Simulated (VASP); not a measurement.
# NaI in VASP: notebook

The runs below take NaI through single point, with PBE.

Everything below comes from runs of VASP 6.6.1. Logs are shortened: lines on timing, memory, paths and dates and some standing lists are left out, and cuts for length are marked.

## (1) The cell of the first run

The cell holds a sheet with vacuum, 4 atoms: a = 5.193 Å, b = 5.193 Å, c = 36.373 Å, α = 90.00°, β = 90.00°, γ = 120.00°.

## (2) Single point, PBE

Contents of INCAR:

```
SYSTEM = NaI
ALGO = Normal ; DIPOL = 0.5 0.5 0.289
EDIFF = 1E-7 ; ENCUT = 520
GGA = PE ; IDIPOL = 3
ISIF = 2 ; ISMEAR = 0
LASPH = .True. ; LCHARG = .True.
LDIPOL = .True. ; LELF = .True.
LREAL = .False. ; LVACPOTAV = .True.
LVHAR = .True. ; LWAVE = .False.
NBANDS = 22 ; NELM = 60
PREC = Accurate ; SIGMA = 0.02
```

Contents of KPOINTS:

```
k-points
0
Gamma
  6 6 1
  0 0 0
```

Contents of POSCAR:

```
NaI
1.0
    5.1929701501     -0.0000004263      0.0000000000
   -2.5964847058      4.4972442842      0.0000000000
    0.0000000000      0.0000000000     36.3725714800
Na I
2 2
Direct
    0.3333333333      0.6666666667      0.2178575194
    0.6666666667      0.3333333333      0.3595006146
    0.0000000000      0.0000000000      0.2192024819
    0.0000000000      0.0000000000      0.3581556522
```

Potentials or basis: VASP PAW PBE potentials, release 64 (Na_pv, I).

The run is started by

```
$ cat potpaw_PBE.64/Na_pv/POTCAR potpaw_PBE.64/I/POTCAR > POTCAR
$ mpirun -np 1 vasp_std > vasp.out
```

OUTCAR:

```text
SYSTEM = NaI
   EDIFF = 1E-7
   ENCUT = 520
   GGA = PE
   ISIF = 2
   ISMEAR = 0
   LASPH = .True.
   LREAL = .False.
   NELM = 60
   PREC = Accurate

 ion  position               nearest neighbor table
   1  0.333  0.667  0.218-   3 3.00   3 3.00   3 3.00
   2  0.667  0.333  0.360-   4 3.00   4 3.00   4 3.00
   3  0.000  0.000  0.219-   1 3.00   1 3.00   1 3.00
   4  0.000  0.000  0.358-   2 3.00   2 3.00   2 3.00

  LATTYP: Found a hexagonal cell.
 ALAT       =     5.1929701501
 C/A-ratio  =     7.0041942142

  Lattice vectors:

 A1 = (   5.1929701501,  -0.0000004263,   0.0000000000)
 A2 = (  -2.5964847058,   4.4972442842,   0.0000000000)
 A3 = (   0.0000000000,   0.0000000000,  36.3725714800)

Analysis of symmetry for initial positions (statically):
=====================================================================
 Subroutine PRICEL returns:
 Original cell was already a primitive cell.

 Routine SETGRP: Setting up the symmetry group for a
 hexagonal supercell.

 Subroutine GETGRP returns: Found 12 space group operations
 (whereof  6 operations were pure point group operations)
 out of a pool of 24 trial point group operations.

The static configuration has the point symmetry C_3v.
 The point group associated with its full space group is D_3d.

Analysis of symmetry for dynamics (positions and initial velocities):
=====================================================================
 Subroutine PRICEL returns:
 Original cell was already a primitive cell.

 Routine SETGRP: Setting up the symmetry group for a
 hexagonal supercell.

 Subroutine GETGRP returns: Found 12 space group operations
 (whereof  6 operations were pure point group operations)
 out of a pool of 24 trial point group operations.

The dynamic configuration has the point symmetry C_3v.
 The point group associated with its full space group is D_3d.

 Subroutine INISYM returns: Found 12 space group operations
 (whereof  6 operations are pure point group operations),
 and found     1 'primitive' translations

----------------------------------------------------------------------------------------

                                     Primitive cell

  volume of cell :     849.4470

  direct lattice vectors                    reciprocal lattice vectors
     5.192970150 -0.000000426  0.000000000     0.192568033  0.111179185  0.000000000
    -2.596484706  4.497244284  0.000000000     0.000000018  0.222358401  0.000000000
     0.000000000  0.000000000 36.372571480     0.000000000  0.000000000  0.027493244

  length of vectors
     5.192970150  5.192970150 36.372571480     0.222358401  0.222358401  0.027493244

  position of ions in fractional coordinates (direct lattice)
     0.333333333  0.666666667  0.217857519
     0.666666667  0.333333333  0.359500615
     0.000000000  0.000000000  0.219202482
     0.000000000  0.000000000  0.358155652

  ion indices of the primitive-cell ions
   primitive index   ion index
                 1           1
                 2           2
                 3           3
                 4           4

----------------------------------------------------------------------------------------

 KPOINTS: k-points

Automatic generation of k-mesh.
 Grid dimensions read from file:
 generate k-points for:    6    6    1

 Generating k-lattice:

  Cartesian coordinates                     Fractional coordinates (reciprocal lattice)
     0.032094672  0.018529864  0.000000000     0.166666667 -0.000000000  0.000000000
     0.000000003  0.037059733  0.000000000     0.000000000  0.166666667  0.000000000
     0.000000000  0.000000000  0.027493244     0.000000000  0.000000000  1.000000000

  Length of vectors
     0.037059733  0.037059733  0.027493244

  Shift w.r.t. Gamma in fractional coordinates (k-lattice)
     0.000000000  0.000000000  0.000000000

 Subroutine IBZKPT returns following result:
 ===========================================

 Found      7 irreducible k-points:

 Following reciprocal coordinates:
            Coordinates               Weight
  0.000000  0.000000  0.000000      1.000000
  0.166667  0.000000  0.000000      6.000000
  0.333333  0.000000  0.000000      6.000000
  0.500000  0.000000  0.000000      3.000000
  0.166667  0.166667  0.000000      6.000000
  0.333333  0.166667  0.000000     12.000000
  0.333333  0.333333  0.000000      2.000000
   k-points           NKPTS =      7   k-points in BZ     NKDIM =      7   number of bands    NBANDS=     22
   number of dos      NEDOS =    301   number of ions     NIONS =      4
   total plane-waves  NPLWV = 448000
   dimension x,y,z NGX =    40 NGY =   40 NGZ =  280
   dimension x,y,z NGXF=    80 NGYF=   80 NGZF=  560
   ions per type =               2   2
   NGX,Y,Z   is equivalent  to a cutoff of  12.81, 12.81, 12.80 a.u.
   NGXF,Y,Z  is equivalent  to a cutoff of  25.61, 25.61, 25.60 a.u.
 SYSTEM =  NaI
   PREC   = accura    normal or accurate (medium, high low for compatibility)
   ISTART =      0    job   : 0-new  1-cont  2-samecut
   ICHARG =      2    charge: 1-file 2-atom 10-const
   ISPIN  =      1    spin polarized calculation?
   LNONCOLLINEAR =      F non collinear calculations
   LSORBIT =      F    spin-orbit coupling
   LASPH  =      T    aspherical Exc in radial PAW
   ENCUT  =  520.0 eV  38.22 Ry    6.18 a.u.   9.66  9.66 67.63*2*pi/ulx,y,z
   NELM   =     60;   NELMIN=  2; NELMDL= -5     # of ELM steps
   EDIFF  = 0.1E-06   stopping-criterion for ELM
   LREAL  =      F    real-space projection
   EDIFFG = 0.1E-05   stopping-criterion for IOM
   NSW    =      0    number of steps for IOM
   IBRION =     -1    ionic relax: 0-MD 1-quasi-New 2-CG
   NFREE  =      0    steps in history (QN), initial steepest desc. (CG)
   ISIF   =      2    stress and relaxation
   ISYM   =      2    0-nonsym 1-usesym 2-fastsym
   POTIM  = 0.5000    time-step for ionic-motion
   TEBEG  =    0.0;   TEEND  =   0.0 temperature during run
   PSTRESS=    0.0 pullay stress
   NELECT =      28.0000    total number of electrons
   NUPDOWN=      -1.0000    fix difference up-down
   EMIN   =  10.00;   EMAX   =-10.00  energy-range for DOS
   EFERMI =   0.00;   METHOD = LEGACY
   ISMEAR =     0;   SIGMA  =   0.02  broadening in eV -4-tet -1-fermi 0-gaus
   EFERMI_NEDOS =   21; number of points for ismear=-14 and -15
   IALGO  =     38    algorithm
   IMIX   =      4    mixing-type and parameters
     AMIX     =   0.40;   BMIX     =  1.00
     AMIX_MAG =   1.60;   BMIX_MAG =  1.00
  volume/ion in A,a.u.               =     212.36      1433.09
  Fermi-wavevector in a.u.,A,eV,Ry     =   0.524907  0.991930  3.748772  0.275527
  Thomas-Fermi vector in A             =   1.544881
   LORBIT       =      0    0 simple, 1 ext, 2 COOP (PROOUT), +10 PAW based schemes
   GGA     = PE    functional components
   LHFCALC =     F    Hartree Fock is set to
   AEXX    =    0.0000 exact exchange contribution
   IVDW    =     0    specifies the selected vdW correction
   LEPSILON=     F    determine dielectric tensor
   LRPA    =     F    only Hartree local field effects (RPA)
 non-spin polarized calculation
 Gauss-broadening in eV      SIGMA  =   0.02
  energy-cutoff  :      520.00
  volume of cell :      849.45
 maximum number of plane-waves:     22971
 NGX is ok and might be reduce to    40
   NGX = 19   NGY = 19   NGZ =135

 dipolmoment           0.000000      0.000000      0.000002 electrons x Angstroem

 number of electron      28.0000002 magnetization

 dipolmoment           0.000000      0.000000     -0.000002 electrons x Angstroem

 Free energy of the ion-electron system (eV)
  ---------------------------------------------------
  ext. energy  EPLUGINS =         0.00000000
  ---------------------------------------------------
  free energy    TOTEN  =       -10.15940741 eV

  energy without entropy =      -10.15940741  energy(sigma->0) =      -10.15940741

 E-fermi :  -4.7024     XC(G=0):  -1.6712

 val. band max:       -4.8738343378   @ k =   0.3333   0.3333   0.0000
 cond. band min:      -1.1486892581   @ k =   0.0000   0.0000   0.0000
 fundamental gap:      3.7251450797
 Fermi energy:        -4.7023595635

 k-point     1 :       0.0000    0.0000    0.0000
  band No.  band energies     occupation
      1     -27.4484      2.00000
      2     -27.4484      2.00000
      3     -27.3978      2.00000
      4     -27.3978      2.00000
      5     -27.3978      2.00000
      6     -27.3978      2.00000
[... 14 lines left out ...]
     21       1.6313      0.00000
     22       1.9528      0.00000

 k-point     2 :       0.1667    0.0000    0.0000
  band No.  band energies     occupation
      1     -27.4484      2.00000
      2     -27.4483      2.00000
      3     -27.3984      2.00000
      4     -27.3983      2.00000
      5     -27.3979      2.00000
      6     -27.3979      2.00000
[... 14 lines left out ...]
     21       1.6962      0.00000
     22       1.9974      0.00000

 k-point     3 :       0.3333    0.0000    0.0000
  band No.  band energies     occupation
      1     -27.4483      2.00000
      2     -27.4483      2.00000
      3     -27.3994      2.00000
      4     -27.3994      2.00000
      5     -27.3981      2.00000
      6     -27.3981      2.00000
[... 14 lines left out ...]
     21       2.0523      0.00000
     22       2.2354      0.00000

 k-point     4 :       0.5000    0.0000    0.0000
  band No.  band energies     occupation
      1     -27.4483      2.00000
      2     -27.4483      2.00000
      3     -27.3999      2.00000
      4     -27.3999      2.00000
      5     -27.3982      2.00000
      6     -27.3982      2.00000
[... 14 lines left out ...]
     21       2.4941      0.00000
     22       2.8881      0.00000

 k-point     5 :       0.1667    0.1667    0.0000
  band No.  band energies     occupation
      1     -27.4483      2.00000
      2     -27.4483      2.00000
      3     -27.3991      2.00000
      4     -27.3990      2.00000
      5     -27.3981      2.00000
      6     -27.3981      2.00000
[... 14 lines left out ...]
     21       1.9008      0.00000
     22       1.9791      0.00000

 k-point     6 :       0.3333    0.1667    0.0000
  band No.  band energies     occupation
      1     -27.4483      2.00000
      2     -27.4483      2.00000
      3     -27.3998      2.00000
      4     -27.3997      2.00000
      5     -27.3984      2.00000
      6     -27.3984      2.00000
[... 14 lines left out ...]
     21       2.4914      0.00000
     22       2.5342      0.00000

 k-point     7 :       0.3333    0.3333    0.0000
  band No.  band energies     occupation
      1     -27.4483      2.00000
      2     -27.4483      2.00000
      3     -27.3998      2.00000
      4     -27.3998      2.00000
      5     -27.3986      2.00000
      6     -27.3986      2.00000
[... 14 lines left out ...]
     21       2.2061      0.00000
     22       2.7703      0.00000

------------------------ aborting loop because EDIFF is reached ----------------------------------------

 vacuum level on the upper side and lower side of the slab       (xc-potential included)        -0.093        -0.091

  FORCE on cell =-STRESS in cart. coord.  units (eV):
  Direction    XX          YY          ZZ          XY          YZ          ZX
  --------------------------------------------------------------------------------------
  -------------------------------------------------------------------------------------
  Total        0.1450595      0.1450595      0.0565470      0.0000000     -0.0000000      0.0000000
  in kB        0.2736028      0.2736028      0.1066557      0.0000000     -0.0000000      0.0000000
  external PRESSURE =       0.2179538 kB  Pullay stress =       0.0000000 kB

 VOLUME and BASIS-vectors are now :
 -----------------------------------------------------------------------------
  energy-cutoff  :      520.00
  volume of cell :      849.45
      direct lattice vectors                 reciprocal lattice vectors
     5.192970150 -0.000000426  0.000000000     0.192568033  0.111179185  0.000000000
    -2.596484706  4.497244284  0.000000000     0.000000018  0.222358401  0.000000000
     0.000000000  0.000000000 36.372571480     0.000000000  0.000000000  0.027493244

 POSITION                                       TOTAL-FORCE (eV/Angst)
 -----------------------------------------------------------------------------------
      0.00000      2.99816      7.92404        -0.000000     -0.000000      0.007721
      2.59649      1.49908     13.07596        -0.000000      0.000000     -0.007721
      0.00000      0.00000      7.97296         0.000000      0.000000     -0.020188
      0.00000      0.00000     13.02704         0.000000      0.000000      0.020188
 -----------------------------------------------------------------------------------
    total drift:                               -0.000000      0.000000     -0.000070

  FREE ENERGIE OF THE ION-ELECTRON SYSTEM (eV)
  ---------------------------------------------------
  free  energy   TOTEN  =       -10.1594074065 eV

  energy  without entropy=      -10.1594074065  energy(sigma->0) =      -10.15940741

 vacuum level on the upper side and lower side of the slab         1.060         1.060
```

Wall time 4.6 min (1 thread of Intel Xeon Platinum 8375C at 2.90GHz (Ice Lake), shared host); peak memory 0.88 GiB.

Results:

| Item | Value |
| --- | --- |
| Free energy | -10.1594 eV |
| Largest force | 0.020 eV/Å |
| Band gap on the k mesh | 3.73 eV, indirect (least direct gap 3.90 eV) |
| Ionisation potential of the upper face | 5.93 eV |

Forces in eV/Å, atoms in the order of the input:
```
Na   0.000  0.000  0.008
Na   0.000  0.000 -0.008
I    0.000  0.000 -0.020
I    0.000  0.000  0.020
```

Levels at points of the mesh, in eV from the valence-band top:
| k point | band 12 | band 13 | band 14 | band 15 | band 16 | band 17 |
| --- | --- | --- | --- | --- | --- | --- |
| (0.00, 0.00, 0.00) | -0.31 | -0.31 | -0.17 | 3.73 | 4.26 | 5.63 |
| (0.50, 0.00, 0.00) | -0.46 | -0.28 | -0.02 | 5.20 | 5.53 | 5.59 |

Caveat: spin-orbit coupling is left out, which moves the levels of the heavy elements.

## (3) Single point, PBE

This run uses another cell than the first one, of 213.68 Å³/atom, 1.006 times its volume.

Contents of INCAR:

```
  PREC = Accurate
  ENCUT = 520
  EDIFF = 1E-6
  ISMEAR = 0
  SIGMA = 0.02
  LREAL = F
  LASPH = T
  NELM = 100
  ALGO = Normal
  ISIF = 2
  LWAVE = F
  LCHARG = T
  LDIPOL = T
  IDIPOL = 3
  DIPOL = 0.5 0.5 0.289
  GGA = PE
  LELF = T
  LVHAR = T
  LVACPOTAV = T
  NBANDS = 22
```

Contents of KPOINTS:

```
regular mesh
0
Gamma
  6 6 1
```

Contents of POSCAR:

```
NaI
1.0
    5.2090530464     -0.0000004277      0.0000000000
   -2.6045261528      4.5111724817      0.0000000000
    0.0000000000      0.0000000000     36.3725714800
Na I
2 2
Direct
    0.3333333333      0.6666666667      0.2102012781
    0.6666666667      0.3333333333      0.3671568559
    0.0000000000      0.0000000000      0.2103374001
    0.0000000000      0.0000000000      0.3670207340
```

Potentials or basis: VASP PAW PBE potentials, release 64 (Na_pv, I).

The run is started by

```
$ cat potpaw_PBE.64/Na_pv/POTCAR potpaw_PBE.64/I/POTCAR > POTCAR
$ mpirun -np 1 vasp_std > vasp.out
```

Wall time 4.2 min (1 thread of Intel Xeon Platinum 8375C at 2.90GHz (Ice Lake), shared host); peak memory 0.88 GiB.

The run converged. Its results:

```
Free energy                            : -10.1632 eV
Band gap on the k mesh                 : 3.82 eV, indirect (least direct gap 3.99 eV)
Ionisation potential of the upper face : 6.06 eV
```

Levels at points of the mesh, in eV from the valence-band top:
| k point | band 11 | band 12 | band 13 | band 14 | band 15 | band 16 | band 17 | band 18 |
| --- | --- | --- | --- | --- | --- | --- | --- | --- |
| (0.00, 0.00, 0.00) | -0.25 | -0.25 | -0.25 | -0.17 | 3.82 | 4.25 | 5.72 | 5.88 |
| (0.50, 0.00, 0.00) | -0.41 | -0.40 | -0.13 | -0.02 | 5.31 | 5.58 | 5.64 | 6.24 |

Caveat: spin-orbit coupling is left out, which moves the levels of the heavy elements.

## (4) Single point, PBE

This run uses another cell than the first one, of 213.68 Å³/atom, 1.006 times its volume.

Contents of INCAR:

```
SYSTEM = NaI
PREC = Accurate
ENCUT = 520
EDIFF = 1E-7
ISMEAR = 0
SIGMA = 0.02
LREAL = .False.
LASPH = .True.
NELM = 100
ALGO = Normal
ISIF = 2
LWAVE = .False.
LCHARG = .False.
LDIPOL = .True.
IDIPOL = 3
DIPOL = 0.5 0.5 0.289
GGA = PE
NBANDS = 22
```

Contents of KPOINTS:

```
Automatic mesh
0
Gamma
  6 6 1
  0 0 0
```

POSCAR is that of step 3.

Potentials or basis: VASP PAW PBE potentials, release 64 (Na_pv, I).

The run is started by

```
$ cat potpaw_PBE.64/Na_pv/POTCAR potpaw_PBE.64/I/POTCAR > POTCAR
$ mpirun -np 1 vasp_std > vasp.out
```

OUTCAR:

```text
SYSTEM = NaI
   PREC = Accurate
   ENCUT = 520
   EDIFF = 1E-7
   ISMEAR = 0
   LREAL = .False.
   LASPH = .True.
   NELM = 100
   ISIF = 2
   GGA = PE

 ion  position               nearest neighbor table
   1  0.333  0.667  0.210-   3 3.01   3 3.01   3 3.01
   2  0.667  0.333  0.367-   4 3.01   4 3.01   4 3.01
   3  0.000  0.000  0.210-   1 3.01   1 3.01   1 3.01
   4  0.000  0.000  0.367-   2 3.01   2 3.01   2 3.01

  LATTYP: Found a hexagonal cell.
 ALAT       =     5.2090530464
 C/A-ratio  =     6.9825688385

[... 361 lines left out ...]
  --------------------------------------------------------------------------------------
  -------------------------------------------------------------------------------------
  Total        0.0046148      0.0046148     -0.0049038      0.0000000      0.0000000      0.0000000
  in kB        0.0086504      0.0086504     -0.0091923      0.0000000      0.0000000      0.0000000
  external PRESSURE =       0.0027029 kB  Pullay stress =       0.0000000 kB

 VOLUME and BASIS-vectors are now :
 -----------------------------------------------------------------------------
  energy-cutoff  :      520.00
  volume of cell :      854.72
      direct lattice vectors                 reciprocal lattice vectors
     5.209053046 -0.000000428  0.000000000     0.191973481  0.110835920  0.000000000
    -2.604526153  4.511172482  0.000000000     0.000000018  0.221671872  0.000000000
     0.000000000  0.000000000 36.372571480     0.000000000  0.000000000  0.027493244

 POSITION                                       TOTAL-FORCE (eV/Angst)
 -----------------------------------------------------------------------------------
      0.00000      3.00745      7.64556         0.000000     -0.000000     -0.000109
      2.60453      1.50372     13.35444        -0.000000      0.000000      0.000109
      0.00000      0.00000      7.65051        -0.000000      0.000000      0.000085
      0.00000      0.00000     13.34949        -0.000000     -0.000000     -0.000085
 -----------------------------------------------------------------------------------
    total drift:                               -0.000000      0.000000      0.000013

  FREE ENERGIE OF THE ION-ELECTRON SYSTEM (eV)
  ---------------------------------------------------
  free  energy   TOTEN  =       -10.1632395739 eV

  energy  without entropy=      -10.1632395739  energy(sigma->0) =      -10.16323957

 vacuum level on the upper side and lower side of the slab         1.061         1.061
```

OSZICAR:

```text
N       E                     dE             d eps       ncg     rms          rms(c)
DAV:   1     0.171677089420E+03    0.17168E+03   -0.98647E+03   380   0.819E+02
DAV:   2     0.139363803309E+02   -0.15774E+03   -0.15221E+03   444   0.203E+02
DAV:   3    -0.950602930621E+01   -0.23442E+02   -0.23364E+02   374   0.649E+01
[... 16 lines left out ...]
DAV:  20    -0.101632357811E+02   -0.14123E-05    0.21229E-09   330   0.484E-04    0.126E-04
DAV:  21    -0.101632380439E+02   -0.22629E-05    0.13365E-10   282   0.591E-04    0.848E-05
DAV:  22    -0.101632390129E+02   -0.96901E-06    0.11293E-08   300   0.488E-04    0.725E-05
DAV:  23    -0.101632394863E+02   -0.47335E-06    0.14695E-08   294   0.201E-04    0.653E-05
DAV:  24    -0.101632395739E+02   -0.87659E-07    0.16354E-08   330   0.939E-05
   1 F= -.10163240E+02 E0= -.10163240E+02  d E =-.118299E-27
```

stdout:

```text
POSCAR found type information on POSCAR NaI
 POSCAR found :  2 types and       4 ions
 scaLAPACK will be used
 LDA part: xc-table for (Slater+PW92), standard interpolation
 POSCAR, INCAR and KPOINTS ok, starting setup
 FFT: planning ... GRIDC
 FFT: planning ... GRID_SOFT
 FFT: planning ... GRID
 WAVECAR not read
 entering main loop
```

It took 4 min on 1 thread of Intel Xeon Platinum 8375C at 2.90GHz (Ice Lake), shared host; peak memory 0.88 GiB.

What came out:

| Quantity | Value |
| --- | --- |
| Free energy | -10.1632 eV |
| Band gap on the k mesh | 3.82 eV, indirect (least direct gap 3.99 eV) |

Caveat: spin-orbit coupling is left out, which moves the levels of the heavy elements.
